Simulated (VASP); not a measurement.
# NbSb (F-43m) in VASP: a series of runs, part 2 of 2

VASP 6.6.1.

## (4) Single point, PBE (31.17 Å³/atom)

This run uses another cell than the first one, of 31.17 Å³/atom.

Contents of INCAR:

```
ALGO     = Normal         # electronic algorithm
EDIFF    = 1E-6           # SCF threshold, eV
ENCUT    = 520            # plane-wave cutoff, eV
GGA      = PE             # functional
ISIF     = 2              # what is computed and relaxed
ISMEAR   = 0              # smearing method
LASPH    = T              # aspherical terms in the spheres
LCHARG   = F              # write CHGCAR
LREAL    = F              # projectors in reciprocal space
LWAVE    = F              # write WAVECAR
NBANDS   = 16             # bands
NELM     = 80             # most SCF steps
PREC     = Accurate       # precision mode
SIGMA    = 0.05           # smearing width, eV
```

Contents of KPOINTS:

```
k-points
0
Gamma
  6 6 6
```

Contents of POSCAR:

```
NbSb
1.0
    0.0000000000      3.1469451809      3.1469451809
    3.1469451809      0.0000000000      3.1469451809
    3.1469451809      3.1469451809      0.0000000000
Nb Sb
1 1
Direct
    0.0000000000      0.0000000000      0.0000000000
    0.2500000000      0.2500000000      0.2500000000
```

Potentials or basis: VASP PAW PBE potentials, release 64 (Nb_sv, Sb).

Command:

```console
$ cat potpaw_PBE.64/Nb_sv/POTCAR potpaw_PBE.64/Sb/POTCAR > POTCAR
$ mpirun -np 1 vasp_std > vasp.out
```

OUTCAR:

```text
EDIFF = 1E-6
   ENCUT = 520
   GGA = PE
   ISIF = 2
   ISMEAR = 0
   LASPH = T
   LREAL = F
   NELM = 80
   PREC = Accurate

 ion  position               nearest neighbor table
   1  0.000  0.000  0.000-   2 2.73   2 2.73   2 2.73   2 2.73
   2  0.250  0.250  0.250-   1 2.73   1 2.73   1 2.73   1 2.73

  LATTYP: Found a face centered cubic cell.
 ALAT       =     6.2938903618

  Lattice vectors:

 A1 = (   0.0000000000,   3.1469451809,   3.1469451809)
 A2 = (   3.1469451809,   0.0000000000,   3.1469451809)
 A3 = (   3.1469451809,   3.1469451809,   0.0000000000)

Analysis of symmetry for initial positions (statically):
=====================================================================
 Subroutine PRICEL returns:
 Original cell was already a primitive cell.

 Routine SETGRP: Setting up the symmetry group for a
 face centered cubic supercell.

 Subroutine GETGRP returns: Found 24 space group operations
 (whereof 24 operations were pure point group operations)
 out of a pool of 48 trial point group operations.

The static configuration has the point symmetry T_d .

Analysis of symmetry for dynamics (positions and initial velocities):
=====================================================================
 Subroutine PRICEL returns:
 Original cell was already a primitive cell.

 Routine SETGRP: Setting up the symmetry group for a
 face centered cubic supercell.

 Subroutine GETGRP returns: Found 24 space group operations
 (whereof 24 operations were pure point group operations)
 out of a pool of 48 trial point group operations.

The dynamic configuration has the point symmetry T_d .

 Subroutine INISYM returns: Found 24 space group operations
 (whereof 24 operations are pure point group operations),
 and found     1 'primitive' translations

----------------------------------------------------------------------------------------

                                     Primitive cell

  volume of cell :      62.3301

  direct lattice vectors                    reciprocal lattice vectors
     0.000000000  3.146945181  3.146945181    -0.158884242  0.158884242  0.158884242
     3.146945181  0.000000000  3.146945181     0.158884242 -0.158884242  0.158884242
     3.146945181  3.146945181  0.000000000     0.158884242  0.158884242 -0.158884242

  length of vectors
     4.450452555  4.450452555  4.450452555     0.275195580  0.275195580  0.275195580

  position of ions in fractional coordinates (direct lattice)
     0.000000000  0.000000000  0.000000000
     0.250000000  0.250000000  0.250000000

  ion indices of the primitive-cell ions
   primitive index   ion index
                 1           1
                 2           2

----------------------------------------------------------------------------------------

 KPOINTS: k-points

Automatic generation of k-mesh.
 Grid dimensions read from file:
 generate k-points for:    6    6    6

 Generating k-lattice:

  Cartesian coordinates                     Fractional coordinates (reciprocal lattice)
    -0.026480707  0.026480707  0.026480707     0.166666667  0.000000000  0.000000000
     0.026480707 -0.026480707  0.026480707     0.000000000  0.166666667  0.000000000
     0.026480707  0.026480707 -0.026480707     0.000000000  0.000000000  0.166666667

  Length of vectors
     0.045865930  0.045865930  0.045865930

  Shift w.r.t. Gamma in fractional coordinates (k-lattice)
     0.000000000  0.000000000  0.000000000

 Subroutine IBZKPT returns following result:
 ===========================================

 Found     16 irreducible k-points:

 Following reciprocal coordinates:
            Coordinates               Weight
  0.000000  0.000000  0.000000      1.000000
  0.166667  0.000000  0.000000      8.000000
  0.333333  0.000000  0.000000      8.000000
  0.500000  0.000000  0.000000      4.000000
  0.166667  0.166667  0.000000      6.000000
  0.333333  0.166667  0.000000     24.000000
[... 8 lines left out ...]
 -0.333333  0.333333  0.166667     24.000000
 -0.333333  0.500000  0.166667     12.000000
   k-points           NKPTS =     16   k-points in BZ     NKDIM =     16   number of bands    NBANDS=     16
   number of dos      NEDOS =    301   number of ions     NIONS =      2
   total plane-waves  NPLWV =  46656
   dimension x,y,z NGX =    36 NGY =   36 NGZ =   36
   dimension x,y,z NGXF=    72 NGYF=   72 NGZF=   72
   ions per type =               1   1
   NGX,Y,Z   is equivalent  to a cutoff of  13.45, 13.45, 13.45 a.u.
   NGXF,Y,Z  is equivalent  to a cutoff of  26.90, 26.90, 26.90 a.u.
 SYSTEM =  unknown system
   PREC   = accura    normal or accurate (medium, high low for compatibility)
   ISTART =      0    job   : 0-new  1-cont  2-samecut
   ICHARG =      2    charge: 1-file 2-atom 10-const
   ISPIN  =      1    spin polarized calculation?
   LNONCOLLINEAR =      F non collinear calculations
   LSORBIT =      F    spin-orbit coupling
   LASPH  =      T    aspherical Exc in radial PAW
   ENCUT  =  520.0 eV  38.22 Ry    6.18 a.u.   8.27  8.27  8.27*2*pi/ulx,y,z
   NELM   =     80;   NELMIN=  2; NELMDL= -5     # of ELM steps
   EDIFF  = 0.1E-05   stopping-criterion for ELM
   LREAL  =      F    real-space projection
   EDIFFG = 0.1E-04   stopping-criterion for IOM
   NSW    =      0    number of steps for IOM
   IBRION =     -1    ionic relax: 0-MD 1-quasi-New 2-CG
   NFREE  =      0    steps in history (QN), initial steepest desc. (CG)
   ISIF   =      2    stress and relaxation
   ISYM   =      2    0-nonsym 1-usesym 2-fastsym
   POTIM  = 0.5000    time-step for ionic-motion
   TEBEG  =    0.0;   TEEND  =   0.0 temperature during run
   PSTRESS=    0.0 pullay stress
   NELECT =      18.0000    total number of electrons
   NUPDOWN=      -1.0000    fix difference up-down
   EMIN   =  10.00;   EMAX   =-10.00  energy-range for DOS
   EFERMI =   0.00;   METHOD = LEGACY
   ISMEAR =     0;   SIGMA  =   0.05  broadening in eV -4-tet -1-fermi 0-gaus
   EFERMI_NEDOS =   21; number of points for ismear=-14 and -15
   IALGO  =     38    algorithm
   IMIX   =      4    mixing-type and parameters
     AMIX     =   0.40;   BMIX     =  1.00
     AMIX_MAG =   1.60;   BMIX_MAG =  1.00
  volume/ion in A,a.u.               =      31.17       210.31
  Fermi-wavevector in a.u.,A,eV,Ry     =   1.082098  2.044868 15.931545  1.170936
  Thomas-Fermi vector in A             =   2.218131
   LORBIT       =      0    0 simple, 1 ext, 2 COOP (PROOUT), +10 PAW based schemes
   GGA     = PE    functional components
   LHFCALC =     F    Hartree Fock is set to
   AEXX    =    0.0000 exact exchange contribution
   IVDW    =     0    specifies the selected vdW correction
   LEPSILON=     F    determine dielectric tensor
   LRPA    =     F    only Hartree local field effects (RPA)
 non-spin polarized calculation
 Gauss-broadening in eV      SIGMA  =   0.05
  energy-cutoff  :      520.00
  volume of cell :       62.33
 maximum number of plane-waves:      1694
 NGX is ok and might be reduce to    36
   NGX = 17   NGY = 17   NGZ = 17

 number of electron      18.0000001 magnetization

 Free energy of the ion-electron system (eV)
  ---------------------------------------------------
  ext. energy  EPLUGINS =         0.00000000
  ---------------------------------------------------
  free energy    TOTEN  =       -12.52767053 eV

  energy without entropy =      -12.52297423  energy(sigma->0) =      -12.52532238

 E-fermi :   5.8495     XC(G=0):  -9.3420

 val. band max:        5.8106097042   @ k =   0.1667   0.0000   0.0000
 cond. band min:       5.8660924509   @ k =  -0.3333   0.3333   0.0000
 fundamental gap:      0.0554827467
 Fermi energy:         5.8495212437

 k-point     1 :       0.0000    0.0000    0.0000
  band No.  band energies     occupation
      1     -49.5742      2.00000
      2     -25.6469      2.00000
      3     -25.6469      2.00000
      4     -25.6469      2.00000
      5      -4.2024      2.00000
      6       3.1860      2.00000
[... 8 lines left out ...]
     15      12.3645      0.00000
     16      12.3645      0.00000
[... 267 lines left out ...]
 k-point    16 :      -0.3333    0.5000    0.1667
  band No.  band energies     occupation
      1     -49.5722      2.00000
      2     -25.6738      2.00000
      3     -25.6599      2.00000
      4     -25.6575      2.00000
      5      -3.0250      2.00000
      6       2.2780      2.00000
[... 8 lines left out ...]
     15      12.8025      0.00000
     16      14.2575      0.00000

------------------------ aborting loop because EDIFF is reached ----------------------------------------

  FORCE on cell =-STRESS in cart. coord.  units (eV):
  Direction    XX          YY          ZZ          XY          YZ          ZX
  --------------------------------------------------------------------------------------
  -------------------------------------------------------------------------------------
  Total       -0.0542368     -0.0542368     -0.0542368      0.0000000      0.0000000      0.0000000
  in kB       -1.3941433     -1.3941433     -1.3941433      0.0000000      0.0000000      0.0000000
  external PRESSURE =      -1.3941433 kB  Pullay stress =       0.0000000 kB

 VOLUME and BASIS-vectors are now :
 -----------------------------------------------------------------------------
  energy-cutoff  :      520.00
  volume of cell :       62.33
      direct lattice vectors                 reciprocal lattice vectors
     0.000000000  3.146945181  3.146945181    -0.158884242  0.158884242  0.158884242
     3.146945181  0.000000000  3.146945181     0.158884242 -0.158884242  0.158884242
     3.146945181  3.146945181  0.000000000     0.158884242  0.158884242 -0.158884242

 POSITION                                       TOTAL-FORCE (eV/Angst)
 -----------------------------------------------------------------------------------
      0.00000      0.00000      0.00000         0.000000      0.000000      0.000000
      1.57347      1.57347      1.57347        -0.000000     -0.000000     -0.000000
 -----------------------------------------------------------------------------------
    total drift:                                0.000000      0.000000      0.000000

  FREE ENERGIE OF THE ION-ELECTRON SYSTEM (eV)
  ---------------------------------------------------
  free  energy   TOTEN  =       -12.5276705309 eV

  energy  without entropy=      -12.5229742322  energy(sigma->0) =      -12.52532238
```

It took 27 s on 1 thread of Intel Xeon Platinum 8488C (Sapphire Rapids), shared host; peak memory 0.21 GiB.

Results:

- Free energy: -12.5277 eV
- Pressure: -0.1 GPa
- Band gap on the k mesh: zero (bands 9 and 10 overlap by 0.27 eV)

Levels at points of the mesh, in eV from the Fermi level:
```csv
k point,band 6,band 7,band 8,band 9,band 10,band 11,band 12,band 13
"(0.00, 0.00, 0.00)",-2.66,-2.66,-2.66,0.02,0.02,2.84,5.09,5.09
"(0.50, 0.00, 0.00)",-3.66,-2.36,-2.36,0.23,0.23,0.38,2.89,2.89
"(0.50, 0.50, 0.00)",-3.99,-1.66,-1.66,-0.71,0.44,0.47,1.05,1.05
```

Caveat: spin-orbit coupling is left out, which moves the levels of the heavy elements.

## (5) Single point, r2SCAN (29.56 Å³/atom)

This run uses another cell than the first one, of 29.56 Å³/atom.

Contents of POSCAR:

```
NbSb
1.0
    0.0000000000      3.0920901053      3.0920901053
    3.0920901053      0.0000000000      3.0920901053
    3.0920901053      3.0920901053      0.0000000000
Nb Sb
1 1
Direct
    0.0000000000      0.0000000000      0.0000000000
    0.2500000000      0.2500000000      0.2500000000
```

Contents of INCAR.step1:

```
ALGO = Normal
EDIFF = 1E-4
ENCUT = 520
GGA = PE
ISMEAR = 0
LASPH = T
LCHARG = F
LREAL = F
LWAVE = T
NBANDS = 16
NELM = 100
PREC = Accurate
SIGMA = 0.05
```

Contents of INCAR.step2:

```
ALGO = Normal
EDIFF = 1E-7
ENCUT = 520
ISIF = 2
ISMEAR = 0
ISTART = 1
LASPH = T
LCHARG = F
LMIXTAU = T
LREAL = F
LWAVE = F
METAGGA = R2SCAN
NBANDS = 16
NELM = 100
PREC = Accurate
SIGMA = 0.05
```

Contents of KPOINTS:

```
k-points
0
Gamma
  10 10 10
```

Command:

```console
$ cat potpaw_PBE.64/Nb_sv/POTCAR potpaw_PBE.64/Sb/POTCAR > POTCAR
$ cp INCAR.step1 INCAR
$ mpirun -np 1 vasp_std > vasp.out
$ cp INCAR.step2 INCAR
$ mpirun -np 1 vasp_std > vasp.out
```

It took 3.7 min on 1 thread of Intel Xeon Platinum 8488C (Sapphire Rapids), shared host; peak memory 0.24 GiB.

The run converged. Its results:

| Quantity | Value |
| --- | --- |
| Free energy | -48.8350 eV |
| Pressure | 3.2 GPa |
| Band gap on the k mesh | zero (bands 9 and 10 overlap by 0.38 eV) |

Levels at points of the mesh, in eV from the Fermi level:
```tsv
k point	band 5	band 6	band 7	band 8	band 9	band 10	band 11	band 12	band 13	band 14
(0.00, 0.00, 0.00)	-10.79	-3.09	-3.09	-3.09	0.05	0.05	3.49	5.55	5.55	5.55
(0.50, 0.00, 0.00)	-9.79	-4.08	-2.73	-2.73	0.28	0.28	0.42	3.15	3.15	4.76
(0.50, 0.50, 0.00)	-9.43	-4.45	-1.95	-1.95	-0.86	0.55	0.65	1.11	1.11	6.33
```

Caveat: the cell stands under pressure; the PAW data sets were made with another functional, which shifts forces and pressure a little; spin-orbit coupling is left out, which moves the levels of the heavy elements.

## (6) Single point, r2SCAN (30.18 Å³/atom)

This run uses another cell than the first one, of 30.18 Å³/atom.

Contents of POSCAR:

```
NbSb
1.0
    0.0000000000      3.1134155386      3.1134155386
    3.1134155386      0.0000000000      3.1134155386
    3.1134155386      3.1134155386      0.0000000000
Nb Sb
1 1
Direct
    0.0000000000      0.0000000000      0.0000000000
    0.2500000000      0.2500000000      0.2500000000
```

Contents of INCAR.step1:

```
SYSTEM = NbSb
ALGO = Normal
EDIFF = 1E-4
ENCUT = 520
GGA = PE
ISMEAR = 0
LASPH = .True.
LCHARG = .False.
LREAL = .False.
LWAVE = .True.
NBANDS = 16
NELM = 100
PREC = Accurate
SIGMA = 0.05
```

Contents of INCAR.step2:

```
SYSTEM = NbSb
ALGO = Normal
EDIFF = 1E-6
ENCUT = 520
ISIF = 2
ISMEAR = 0
ISTART = 1
LASPH = .True.
LCHARG = .False.
LMIXTAU = .True.
LREAL = .False.
LWAVE = .False.
METAGGA = R2SCAN
NBANDS = 16
NELM = 100
PREC = Accurate
SIGMA = 0.05
```

Contents of KPOINTS:

```
k-points
0
Gamma
  10 10 10
  0 0 0
```

Potentials or basis: VASP PAW PBE potentials, release 64 (Nb_sv, Sb).

Command:

```console
$ cat potpaw_PBE.64/Nb_sv/POTCAR potpaw_PBE.64/Sb/POTCAR > POTCAR
$ cp INCAR.step1 INCAR
$ mpirun -np 1 vasp_std > vasp.out
$ cp INCAR.step2 INCAR
$ mpirun -np 1 vasp_std > vasp.out
```

It took 2.3 min on 1 thread of Intel Xeon Platinum 8488C (Sapphire Rapids), shared host; peak memory 0.24 GiB.

It converged, with:

| Quantity | Value |
| --- | --- |
| Free energy | -48.8532 eV |
| Pressure | 1.5 GPa |
| Band gap on the k mesh | zero (bands 9 and 10 overlap by 0.37 eV) |

Levels at points of the mesh, in eV from the Fermi level:
```csv
k point,band 7,band 8,band 9,band 10,band 11,band 12
"(0.00, 0.00, 0.00)",-3.04,-3.04,0.06,0.06,3.40,5.43
"(0.50, 0.00, 0.00)",-2.69,-2.69,0.27,0.27,0.40,3.08
"(0.50, 0.50, 0.00)",-1.94,-1.94,-0.82,0.54,0.61,1.09
```

Caveat: the PAW data sets were made with another functional, which shifts forces and pressure a little; spin-orbit coupling is left out, which moves the levels of the heavy elements.

## (7) Overview

```csv
level,cell,k mesh,gap on the mesh (eV),pressure (GPa)
PBE,"a = 4.245 Å, angles 60.0°, 2 atoms",6 × 6 × 6,none,12.8
PBE,"a = 4.408 Å, angles 60.0°, 2 atoms",6 × 6 × 6,none,1.9
PBE,"a = 4.450 Å, angles 60.0°, 2 atoms",6 × 6 × 6,none,-0.1
r2SCAN,"a = 4.373 Å, angles 60.0°, 2 atoms",10 × 10 × 10,none,3.2
r2SCAN,"a = 4.403 Å, angles 60.0°, 2 atoms",10 × 10 × 10,none,1.5
```

Alike in all rows: task single point; potentials or basis VASP PAW PBE potentials, release 64 (Nb_sv, Sb); no spin polarisation; cutoff (eV) 520; smearing gaussian 0.05 eV.

Caveats: spin-orbit coupling is left out, which moves the levels of the heavy elements; the cell stands under pressure (at least some runs); the PAW data sets were made with another functional, which shifts forces and pressure a little (at least some runs).

Absolute energies hang on the potentials; compare differences alone.

The gap in the log of VASP goes by the Fermi energy; the results here count the filled bands.